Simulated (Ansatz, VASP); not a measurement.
# One calculation of HCl, two programs

```xyz
12
Lattice="6.7387 0.0000 0.0000 0.0000 6.7387 0.0000 0.0000 0.0000 6.7387" Properties=species:S:1:pos:R:3 pbc="T T T"
Cl    0.6493    0.3703    5.7374
Cl    2.5123    4.4702    5.2715
Cl    4.8488    5.3651    0.9918
Cl    6.5406    1.7673    1.8127
Cl    2.1203    6.4537    2.7620
Cl    3.6335    2.7642    2.8328
H     0.2192    0.8385    6.9320
H     1.7913    5.4305    5.8851
H     3.8195    5.7809    1.7087
H     5.2708    2.2275    1.8061
H     2.3217    5.5670    3.8109
H     3.0691    1.5687    3.0095
```

Alike in both runs: functional LDA; k mesh 1 × 1 × 1; occupations fermi-dirac, width 0.02 eV; no spin polarisation.

Ansatz relaxed the structure, and its values are those at the end. VASP's run is a single point on that final structure, the one shown.

|  | VASP | Ansatz |
| --- | --- | --- |
| version | VASP 6.6.1 | Ansatz 0.2.0 |
| potentials or method | VASP PAW LDA potentials, release 64 (Cl, H), cutoff 520 eV | scalar-relativistic, plane waves, PAW |
| valence electrons in the cell | 48 | 48 |

|  | VASP | Ansatz | Ansatz less VASP |
| --- | --- | --- | --- |
| gap on the k mesh at the Fermi level (eV) | 5.37 | 5.35 | -0.020 |
| rms of the force components (eV/Å) | 0.108 | 0.082 | -0.0257 |

LDA's correlation is that of Perdew and Zunger in VASP and of Perdew and Wang (1992) in Ansatz.
